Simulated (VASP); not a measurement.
# SiO2 in VASP: further runs

SiO2 is run at these levels: PBE; tasks: single point.

All numbers are computed with VASP 6.6.1; they aren't measurements. Logs are shortened: lines on timing, memory, paths and dates and some standing lists are left out, and cuts for length are marked.

### 1 The cell of the first run

The cell holds a slab with vacuum, 24 atoms: a = 5.123 Å, b = 5.123 Å, c = 28.564 Å, α = 90.00°, β = 90.00°, γ = 87.87°.

### 2 Single point, PBE

File INCAR:

```
PREC = Accurate ; ENCUT = 520
EDIFF = 1E-6 ; ISMEAR = 0
SIGMA = 0.05 ; LREAL = Auto
LASPH = T ; NELM = 60
ALGO = Normal ; ISIF = 2
LWAVE = F ; LCHARG = T
LDIPOL = T ; IDIPOL = 3
DIPOL = 0.5 0.5 0.500 ; GGA = PE
LELF = T ; LVHAR = T
LVACPOTAV = T ; NBANDS = 82
EFIELD = -0.1
```

File KPOINTS:

```
Automatic mesh
0
Gamma
  5 5 1
```

File POSCAR:

```
SiO2
1.0
    5.1230512090      0.0000000000      0.0000000000
    0.1908146745      5.1194964059      0.0000000000
    0.0000000000      0.0000000000     28.5636664587
O Si
16 8
Direct
    0.7960056301      0.9539943699      0.2625713338
    0.4539943699      0.2960056301      0.3018913308
    0.4539943699      0.7960056301      0.3247909531
    0.7960056301      0.4539943699      0.3641109501
    0.2960056301      0.4539943699      0.3870105725
    0.9539943699      0.7960056301      0.4263305695
    0.9539943699      0.2960056301      0.4492301918
    0.2960056301      0.9539943699      0.4885501888
    0.7960056301      0.9539943699      0.5114498112
    0.4539943699      0.2960056301      0.5507698082
    0.4539943699      0.7960056301      0.5736694305
    0.7960056301      0.4539943699      0.6129894275
    0.2960056301      0.4539943699      0.6358890499
    0.9539943699      0.7960056301      0.6752090469
    0.9539943699      0.2960056301      0.6981086692
    0.2960056301      0.9539943699      0.7374286662
    0.5000000000      0.0000000000      0.2822313323
    0.5000000000      0.5000000000      0.3444509516
    0.0000000000      0.5000000000      0.4066705710
    0.0000000000      0.0000000000      0.4688901903
    0.5000000000      0.0000000000      0.5311098097
    0.5000000000      0.5000000000      0.5933294290
    0.0000000000      0.5000000000      0.6555490484
    0.0000000000      0.0000000000      0.7177686677
```

Potentials or basis: VASP PAW PBE potentials, release 64 (O, Si).

Command:

```sh
> cat potpaw_PBE.64/O/POTCAR potpaw_PBE.64/Si/POTCAR > POTCAR
> mpirun -np 1 vasp_std > vasp.out
```

OUTCAR:

```text
PREC = Accurate
   ENCUT = 520
   EDIFF = 1E-6
   ISMEAR = 0
   LREAL = Auto
   LASPH = T
   NELM = 60
   ISIF = 2
   GGA = PE

 ion  position               nearest neighbor table
   1  0.796  0.954  0.263-  17 1.63
   2  0.454  0.296  0.302-  18 1.63  17 1.63
   3  0.454  0.796  0.325-  17 1.63  18 1.63
   4  0.796  0.454  0.364-  18 1.63  19 1.63
   5  0.296  0.454  0.387-  19 1.63  18 1.63
   6  0.954  0.796  0.426-  20 1.63  19 1.63
   7  0.954  0.296  0.449-  19 1.63  20 1.63
   8  0.296  0.954  0.489-  20 1.63  21 1.63
   9  0.796  0.954  0.511-  21 1.63  20 1.63
  10  0.454  0.296  0.551-  22 1.63  21 1.63
  11  0.454  0.796  0.574-  21 1.63  22 1.63
  12  0.796  0.454  0.613-  22 1.63  23 1.63
  13  0.296  0.454  0.636-  23 1.63  22 1.63
  14  0.954  0.796  0.675-  24 1.63  23 1.63
  15  0.954  0.296  0.698-  23 1.63  24 1.63
  16  0.296  0.954  0.737-  24 1.63
  17  0.500  0.000  0.282-   3 1.63   2 1.63   1 1.63  18 3.12  18 3.12
  18  0.500  0.500  0.344-   2 1.63   3 1.63   4 1.63   5 1.63  17 3.12  17 3.12  19 3.12  19 3.12

  19  0.000  0.500  0.407-   7 1.63   6 1.63   5 1.63   4 1.63  20 3.12  20 3.12  18 3.12  18 3.12

  20  0.000  0.000  0.469-   6 1.63   7 1.63   8 1.63   9 1.63  19 3.12  19 3.12  21 3.12  21 3.12

  21  0.500  0.000  0.531-  11 1.63  10 1.63   9 1.63   8 1.63  22 3.12  22 3.12  20 3.12  20 3.12

  22  0.500  0.500  0.593-  10 1.63  11 1.63  12 1.63  13 1.63  21 3.12  21 3.12  23 3.12  23 3.12

  23  0.000  0.500  0.656-  15 1.63  14 1.63  13 1.63  12 1.63  24 3.12  24 3.12  22 3.12  22 3.12

  24  0.000  0.000  0.718-  14 1.63  15 1.63  16 1.63  23 3.12  23 3.12

  LATTYP: Found a base centered orthorhombic cell.
 ALAT       =     7.1088818166
 B/A-ratio  =     1.0379665229
 C/A-ratio  =     4.0180252247

  Lattice vectors:

 A1 = (  -0.1908146745,  -5.1194964059,   0.0000000000)
 A2 = (   5.1230512090,   0.0000000000,   0.0000000000)
 A3 = (   0.0000000000,   0.0000000000,  28.5636664587)

Analysis of symmetry for initial positions (statically):
=====================================================================
 Subroutine PRICEL returns:
 Original cell was already a primitive cell.

 Routine SETGRP: Setting up the symmetry group for a
 base centered orthorhombic supercell.

 Subroutine GETGRP returns: Found  2 space group operations
 (whereof  1 operations were pure point group operations)
 out of a pool of  8 trial point group operations.

The static configuration has the point symmetry C_1 .
 The point group associated with its full space group is C_1h.

Analysis of symmetry for dynamics (positions and initial velocities):
=====================================================================
 An external electric field (EFIELD) may reduce the allowed symmetry operations
 Subroutine PRICEL returns:
 Original cell was already a primitive cell.

 Routine SETGRP: Setting up the symmetry group for a
 base centered orthorhombic supercell.

 Subroutine GETGRP returns: Found  1 space group operations
 (whereof  1 operations were pure point group operations)
 out of a pool of  8 trial point group operations.

The dynamic configuration has the point symmetry C_1 .

 Subroutine INISYM returns: Found  1 space group operations
 (whereof  1 operations are pure point group operations),
 and found     1 'primitive' translations

----------------------------------------------------------------------------------------

                                     Primitive cell

  volume of cell :     749.1519

  direct lattice vectors                    reciprocal lattice vectors
     5.123051209  0.000000000  0.000000000     0.195196175 -0.007275383  0.000000000
     0.190814675  5.119496406  0.000000000     0.000000000  0.195331712  0.000000000
     0.000000000  0.000000000 28.563666459     0.000000000  0.000000000  0.035009511

  length of vectors
     5.123051209  5.123051209 28.563666459     0.195331712  0.195331712  0.035009511

  position of ions in fractional coordinates (direct lattice)
     0.796005630  0.953994370  0.262571334
     0.453994370  0.296005630  0.301891331
     0.453994370  0.796005630  0.324790953
     0.796005630  0.453994370  0.364110950
     0.296005630  0.453994370  0.387010573
     0.953994370  0.796005630  0.426330570
[... 16 lines left out ...]
     0.000000000  0.500000000  0.655549048
     0.000000000  0.000000000  0.717768668

  ion indices of the primitive-cell ions
   primitive index   ion index
                 1           1
                 2           2
                 3           3
                 4           4
                 5           5
                 6           6
[... 16 lines left out ...]
                23          23
                24          24

----------------------------------------------------------------------------------------

 KPOINTS: Automatic mesh

Automatic generation of k-mesh.
 Grid dimensions read from file:
 generate k-points for:    5    5    1

[... 44 lines left out ...]
   ICHARG =      2    charge: 1-file 2-atom 10-const
   ISPIN  =      1    spin polarized calculation?
   LNONCOLLINEAR =      F non collinear calculations
   LSORBIT =      F    spin-orbit coupling
   LASPH  =      T    aspherical Exc in radial PAW
   ENCUT  =  520.0 eV  38.22 Ry    6.18 a.u.   9.53  9.53 53.11*2*pi/ulx,y,z
   NELM   =     60;   NELMIN=  2; NELMDL= -5     # of ELM steps
   EDIFF  = 0.1E-05   stopping-criterion for ELM
   LREAL  =      T    real-space projection
   EDIFFG = 0.1E-04   stopping-criterion for IOM
   NSW    =      0    number of steps for IOM
   IBRION =     -1    ionic relax: 0-MD 1-quasi-New 2-CG
   NFREE  =      0    steps in history (QN), initial steepest desc. (CG)
   ISIF   =      2    stress and relaxation
   ISYM   =      2    0-nonsym 1-usesym 2-fastsym
   POTIM  = 0.5000    time-step for ionic-motion
   TEBEG  =    0.0;   TEEND  =   0.0 temperature during run
   PSTRESS=    0.0 pullay stress
   NELECT =     128.0000    total number of electrons
   NUPDOWN=      -1.0000    fix difference up-down
   EMIN   =  10.00;   EMAX   =-10.00  energy-range for DOS
   EFERMI =   0.00;   METHOD = LEGACY
   ISMEAR =     0;   SIGMA  =   0.05  broadening in eV -4-tet -1-fermi 0-gaus
   EFERMI_NEDOS =   21; number of points for ismear=-14 and -15
   IALGO  =     38    algorithm
   IMIX   =      4    mixing-type and parameters
     AMIX     =   0.40;   BMIX     =  1.00
     AMIX_MAG =   1.60;   BMIX_MAG =  1.00
  volume/ion in A,a.u.               =      31.21       210.65
  Fermi-wavevector in a.u.,A,eV,Ry     =   0.908423  1.716671 11.227971  0.825233
  Thomas-Fermi vector in A             =   2.032348
   LORBIT       =      0    0 simple, 1 ext, 2 COOP (PROOUT), +10 PAW based schemes
   GGA     = PE    functional components
   LHFCALC =     F    Hartree Fock is set to
   AEXX    =    0.0000 exact exchange contribution
   IVDW    =     0    specifies the selected vdW correction
   LEPSILON=     F    determine dielectric tensor
   LRPA    =     F    only Hartree local field effects (RPA)
 non-spin polarized calculation
 Gauss-broadening in eV      SIGMA  =   0.05
  energy-cutoff  :      520.00
  volume of cell :      749.15
 maximum number of plane-waves:     20231
 NGX is ok and might be reduce to    40
   NGX = 19   NGY = 19   NGZ =107

 number of electron     127.9999948 magnetization

 dipolmoment           0.000000      0.000000     -0.124283 electrons x Angstroem

 Free energy of the ion-electron system (eV)
  ---------------------------------------------------
  ext. energy  EPLUGINS =         0.00000000
  ---------------------------------------------------
  free energy    TOTEN  =      -181.36325832 eV

  energy without entropy =     -181.36325832  energy(sigma->0) =     -181.36325832

 E-fermi :  -2.5404     XC(G=0):  -4.4894

 val. band max:       -2.8025890887   @ k =   0.4000   0.0000   0.0000
 cond. band min:      -2.1877525698   @ k =   0.0000   0.0000   0.0000
 fundamental gap:      0.6148365188
 Fermi energy:        -2.5403776780

 k-point     1 :       0.0000    0.0000    0.0000
  band No.  band energies     occupation
      1     -23.9356      2.00000
      2     -23.6879      2.00000
      3     -23.4290      2.00000
      4     -23.0905      2.00000
      5     -22.6989      2.00000
      6     -22.3166      2.00000
[... 1016 lines left out ...]
     75       4.6065      0.00000
     76       4.6717      0.00000
 [bands above 76 left out]

------------------------ aborting loop because EDIFF is reached ----------------------------------------

  FORCE on cell =-STRESS in cart. coord.  units (eV):
  Direction    XX          YY          ZZ          XY          YZ          ZX
  --------------------------------------------------------------------------------------
  -------------------------------------------------------------------------------------
  Total      -10.4303755      0.5434575     -0.4608164      0.5372213      0.0970831      0.0888531
  in kB      -22.3069726      1.1622679     -0.9855273      1.1489309      0.2076272      0.1900261
  external PRESSURE =      -7.3767440 kB  Pullay stress =       0.0000000 kB

 VOLUME and BASIS-vectors are now :
 -----------------------------------------------------------------------------
  energy-cutoff  :      520.00
  volume of cell :      749.15
      direct lattice vectors                 reciprocal lattice vectors
     5.123051209  0.000000000  0.000000000     0.195196175 -0.007275383  0.000000000
     0.190814675  5.119496406  0.000000000     0.000000000  0.195331712  0.000000000
     0.000000000  0.000000000 28.563666459     0.000000000  0.000000000  0.035009511

 POSITION                                       TOTAL-FORCE (eV/Angst)
 -----------------------------------------------------------------------------------
      4.26001      4.88397      7.50000        -2.718310      0.112855     -0.533775
      2.38232      1.51540      8.62312        -1.078819     -0.236368     -0.504677
      2.47773      4.07515      9.27722        -1.279910      0.168777     -0.202439
      4.16461      2.32422     10.40034        -0.229591      0.062728     -0.118009
      1.60308      2.32422     11.05444         0.093265      0.008109     -0.061354
      5.03925      4.07515     12.17756        -0.003074     -0.043431     -0.060605
[... 16 lines left out ...]
      0.09541      2.55975     18.72488        -0.055261     -0.241178      0.151533
      0.00000      0.00000     20.50210         5.323215      0.133576     -0.959758
 -----------------------------------------------------------------------------------
    total drift:                                0.031124     -0.011349      0.000206

  FREE ENERGIE OF THE ION-ELECTRON SYSTEM (eV)
  ---------------------------------------------------
  free  energy   TOTEN  =      -181.3632583249 eV

  energy  without entropy=     -181.3632583249  energy(sigma->0) =     -181.36325832

 vacuum level on the upper side and lower side of the slab         4.775         3.286
```

It took 66 min on 1 thread of Intel Xeon 8259CL, shared host; peak memory 0.96 GiB.

Results:

```
Free energy            : -181.3633 eV
Largest force          : 5.411 eV/Å
Band gap on the k mesh : 0.61 eV (least direct gap 0.65 eV)
```

Forces in eV/Å, atoms in the order of the input:
```
O   -2.718  0.113 -0.534
O   -1.079 -0.236 -0.505
O   -1.280  0.169 -0.202
O   -0.230  0.063 -0.118
O    0.093  0.008 -0.061
O   -0.003 -0.043 -0.061
O    0.004  0.041 -0.080
O   -0.036 -0.003 -0.072
O    0.044 -0.001 -0.078
O   -0.001 -0.038 -0.070
O    0.002  0.036 -0.089
O    0.014  0.005 -0.087
O   -0.149  0.063 -0.029
O   -1.290  0.090  0.068
O   -1.082 -0.166  0.371
O   -2.751  0.116  0.436
Si   5.267  0.146  1.175
Si  -0.034 -0.274  0.143
Si  -0.029  0.028  0.121
Si   0.010 -0.017  0.142
Si  -0.014  0.008  0.157
Si  -0.006  0.002  0.179
Si  -0.055 -0.241  0.152
Si   5.323  0.134 -0.960
```

Levels at points of the mesh, in eV from the valence-band top:
| k point | band 62 | band 63 | band 64 | band 65 | band 66 | band 67 |
| --- | --- | --- | --- | --- | --- | --- |
| (0.00, 0.00, 0.00) | -0.61 | -0.52 | -0.03 | 0.61 | 1.18 | 4.11 |

### 3 Single point, PBE

File INCAR:

```
PREC = Accurate
ENCUT = 520
EDIFF = 1E-6
ISMEAR = 0
SIGMA = 0.05
LREAL = Auto
LASPH = True
NELM = 100
ALGO = Normal
ISIF = 2
LWAVE = False
LCHARG = False
LDIPOL = True
IDIPOL = 3
DIPOL = 0.5 0.5 0.500
GGA = PE
NBANDS = 82
```

KPOINTS is that of step 2.

File POSCAR:

```
SiO2
1.0
    5.1230512090      0.0000000000      0.0000000000
    0.1908146745      5.1194964059      0.0000000000
    0.0000000000      0.0000000000     28.5636664587
O Si
16 8
Direct
    0.8322781389      0.9364643430      0.2616719581
    0.4550140324      0.2848020715      0.3020034424
    0.4344920917      0.7946342527      0.3230183562
    0.7763131445      0.4583369100      0.3651727969
    0.2772114903      0.4559272049      0.3854984510
    0.9435554559      0.8013872501      0.4262543504
    0.9445272413      0.3013078162      0.4495630423
    0.2864398418      0.9577383627      0.4884783164
    0.7864395960      0.9577371720      0.5115210906
    0.4445280353      0.3013098410      0.5504361527
    0.4435529388      0.8013901253      0.5737452621
    0.7772193370      0.4559313367      0.6144994325
    0.2763215835      0.4583365846      0.6348268601
    0.9344932446      0.7946373538      0.6769791025
    0.9550099093      0.2848033771      0.6979948325
    0.3322317412      0.9364507438      0.7383370533
    0.5898953794      0.0003957442      0.2909764324
    0.4845346006      0.4998068454      0.3435001588
   -0.0144649370      0.5045824598      0.4066570489
   -0.0097746423      0.0046157112      0.4689366926
    0.4902253633      0.0046171393      0.5310626915
    0.4855399250      0.5045845902      0.5933420024
   -0.0154603219      0.4998083879      0.6564984903
    0.0898768104      0.0003943767      0.7090259830
```

Potentials or basis: VASP PAW PBE potentials, release 64 (O, Si).

Command:

```sh
> cat potpaw_PBE.64/O/POTCAR potpaw_PBE.64/Si/POTCAR > POTCAR
> mpirun -np 1 vasp_std > vasp.out
```

Wall time 35 min (1 thread of Intel Xeon Platinum 8259CL at 2.50GHz (Skylake/Cascade Lake), shared host); peak memory 0.95 GiB.

The run converged. Its results:

```yaml
Free_energy: -183.7305 eV
Largest_force: 0.192 eV/Å
Band_gap_on_the_k_mesh: 3.74 eV (least direct gap 3.76 eV)
```

Forces on the atoms (eV/Å):
```
O    0.154 -0.045 -0.105
O   -0.004  0.002  0.010
O    0.001  0.009  0.005
O    0.003  0.005  0.008
O   -0.011 -0.002  0.006
O    0.003 -0.001  0.009
O    0.001 -0.008  0.005
O   -0.005  0.001  0.005
O   -0.005  0.001 -0.005
O    0.001 -0.008 -0.005
O    0.003 -0.001 -0.009
O   -0.011 -0.002 -0.006
O    0.003  0.005 -0.008
O    0.001  0.009 -0.005
O   -0.004  0.002 -0.010
O    0.154 -0.045  0.105
Si  -0.136  0.044  0.053
Si  -0.013 -0.009 -0.011
Si   0.006  0.000 -0.016
Si   0.000  0.004 -0.004
Si   0.000  0.004  0.004
Si   0.006  0.000  0.016
Si  -0.013 -0.009  0.011
Si  -0.136  0.044 -0.054
```

Levels at points of the mesh, in eV from the valence-band top:
```tsv
k point	band 61	band 62	band 63	band 64	band 65	band 66	band 67	band 68
(0.00, 0.00, 0.00)	-0.56	-0.56	-0.03	-0.03	3.74	3.88	4.84	5.45
```

### 4 Single point, PBE

File INCAR:

```
PREC     = Accurate       # precision mode
ENCUT    = 520            # plane-wave cutoff, eV
EDIFF    = 1E-6           # SCF threshold, eV
ISMEAR   = 0              # smearing method
SIGMA    = 0.05           # smearing width, eV
LREAL    = Auto         
LASPH    = True           # aspherical terms in the spheres
NELM     = 100            # most SCF steps
ALGO     = Normal         # electronic algorithm
ISIF     = 2              # what is computed and relaxed
LWAVE    = False          # write WAVECAR
LCHARG   = False          # write CHGCAR
LDIPOL   = True         
IDIPOL   = 3            
DIPOL    = 0.5 0.5 0.500
GGA      = PE             # functional
NBANDS   = 82             # bands
```

File KPOINTS:

```
regular mesh
0
Gamma
  5 5 1
```

File POSCAR:

```
SiO2
1.0
    5.1230512090      0.0000000000      0.0000000000
    0.1908146745      5.1194964059      0.0000000000
    0.0000000000      0.0000000000     28.5636664587
O Si
16 8
Direct
    0.7960056301      0.9539943699      0.2625713338
    0.4539943699      0.2960056301      0.3018913308
    0.4539943699      0.7960056301      0.3247909531
    0.7960056301      0.4539943699      0.3641109501
    0.2960056301      0.4539943699      0.3870105725
    0.9539943699      0.7960056301      0.4263305695
    0.9539943699      0.2960056301      0.4492301918
    0.2960056301      0.9539943699      0.4885501888
    0.7960056301      0.9539943699      0.5114498112
    0.4539943699      0.2960056301      0.5507698082
    0.4539943699      0.7960056301      0.5736694305
    0.7960056301      0.4539943699      0.6129894275
    0.2960056301      0.4539943699      0.6358890499
    0.9539943699      0.7960056301      0.6752090469
    0.9539943699      0.2960056301      0.6981086692
    0.2960056301      0.9539943699      0.7374286662
    0.5000000000      0.0000000000      0.2822313323
    0.5000000000      0.5000000000      0.3444509516
    0.0000000000      0.5000000000      0.4066705710
    0.0000000000      0.0000000000      0.4688901903
    0.5000000000      0.0000000000      0.5311098097
    0.5000000000      0.5000000000      0.5933294290
    0.0000000000      0.5000000000      0.6555490484
    0.0000000000      0.0000000000      0.7177686677
```

Command:

```sh
> cat potpaw_PBE.64/O/POTCAR potpaw_PBE.64/Si/POTCAR > POTCAR
> mpirun -np 1 vasp_std > vasp.out
```

It took 43 min on 1 thread of Oxide Virtual Turin-like, shared host; peak memory 0.91 GiB.

It converged, with:

* Free energy: -181.3570 eV
* Largest force: 5.404 eV/Å
* Band gap on the k mesh: 1.19 eV (least direct gap 1.22 eV)

Forces on the atoms (eV/Å):
```
O   -2.735  0.115 -0.485
O   -1.080 -0.202 -0.438
O   -1.285  0.130 -0.136
O   -0.189  0.063 -0.045
O    0.053  0.006  0.013
O   -0.001 -0.004  0.014
O    0.002  0.001 -0.005
O    0.004 -0.002  0.003
O    0.004 -0.002 -0.003
O    0.002  0.001  0.005
O   -0.001 -0.004 -0.014
O    0.053  0.006 -0.013
O   -0.189  0.063  0.045
O   -1.285  0.130  0.136
O   -1.080 -0.202  0.438
O   -2.735  0.115  0.485
Si   5.295  0.140  1.068
Si  -0.045 -0.258 -0.004
Si  -0.018  0.015 -0.029
Si  -0.002 -0.004 -0.007
Si  -0.002 -0.004  0.007
Si  -0.018  0.015  0.029
Si  -0.045 -0.258  0.004
Si   5.295  0.140 -1.068
```

Levels at points of the mesh, in eV from the valence-band top:
```csv
k point,band 61,band 62,band 63,band 64,band 65,band 66,band 67,band 68
"(0.00, 0.00, 0.00)",-0.53,-0.53,-0.03,-0.03,1.19,1.19,4.42,5.34
```

### 5 Summary

| cell | electric field (eV/Å) | gap on the mesh (eV) | largest force (eV/Å) |
| --- | --- | --- | --- |
| as given, atomic positions A | -0.1 eV/Å | 0.61 | 5.41 |
| as given, atomic positions B | - | 3.74 | 0.19 |
| as given, atomic positions A | - | 1.19 | 5.40 |

Alike in all rows: task single point; level PBE; potentials or basis VASP PAW PBE potentials, release 64 (O, Si); no spin polarisation; k mesh 5 × 5 × 1; cutoff (eV) 520; smearing gaussian 0.05 eV.

Absolute energies hang on the potentials; compare differences alone.
